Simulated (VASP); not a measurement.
Write the native input for VASP 6.6.1 that does the following.

```yaml
Task: single point
Functional: r2SCAN
Potentials_or_basis: VASP PAW PBE potentials, release 64 (Pb_d)
Cutoff: 520 eV
k_mesh: 3 × 3 × 3
Occupations: fermi-dirac, width 0.1 eV
Spin: no spin polarisation
Dipole_correction: no
Further_INCAR_settings: ALGO = Normal; EDIFF = 1e-07; NBANDS = 13
```

Pb:

```
Pb
1.0
     0.00000    2.49464    2.49464
     2.49464    0.00000    2.49464
     2.49464    2.49464    0.00000
Pb
1
Direct
  0.00000 0.00000 0.00000
```

These files were run (other wordings do the same):

POSCAR

```
Pb
1.0
    0.0000000000      2.4946408835      2.4946408835
    2.4946408835      0.0000000000      2.4946408835
    2.4946408835      2.4946408835      0.0000000000
Pb
1
Direct
    0.0000000000      0.0000000000      0.0000000000
```

INCAR.step1

```
SYSTEM = Pb
ALGO = Normal
EDIFF = 1E-4
ENCUT = 520
GGA = PE
ISMEAR = -1
LASPH = .TRUE.
LCHARG = .FALSE.
LREAL = .FALSE.
LWAVE = .TRUE.
NBANDS = 13
NELM = 100
PREC = Accurate
SIGMA = 0.1
```

INCAR.step2

```
SYSTEM = Pb
ALGO = Normal
EDIFF = 1E-7
ENCUT = 520
ISIF = 2
ISMEAR = -1
ISTART = 1
LASPH = .TRUE.
LCHARG = .FALSE.
LMIXTAU = .TRUE.
LREAL = .FALSE.
LWAVE = .FALSE.
METAGGA = R2SCAN
NBANDS = 13
NELM = 100
PREC = Accurate
SIGMA = 0.1
```

KPOINTS

```
k-points
0
G
  3 3 3
  0 0 0
```

Potentials or basis: VASP PAW PBE potentials, release 64 (Pb_d).

Command:

```sh
$ cat potpaw_PBE.64/Pb_d/POTCAR > POTCAR
$ cp INCAR.step1 INCAR
$ mpirun -np 1 vasp_std > vasp.out
$ cp INCAR.step2 INCAR
$ mpirun -np 1 vasp_std > vasp.out
```

It gave:

```json
{"Pressure": "-0.8 GPa", "Band gap on the k mesh": "zero (band 7 reaches 14.48 eV, above the bottom of band 8 at 5.36 eV)"}
```

Caveat: the k points lie up to 0.73 Å⁻¹ apart; the PAW data sets were made with another functional, which shifts forces and pressure a little; spin-orbit coupling is left out, which moves the levels of the heavy elements.

Run time: 17 s on 1 thread of Intel(R) Xeon(R) Platinum 8488C (Sapphire Rapids), on a shared host, peak memory 0.15 GiB.
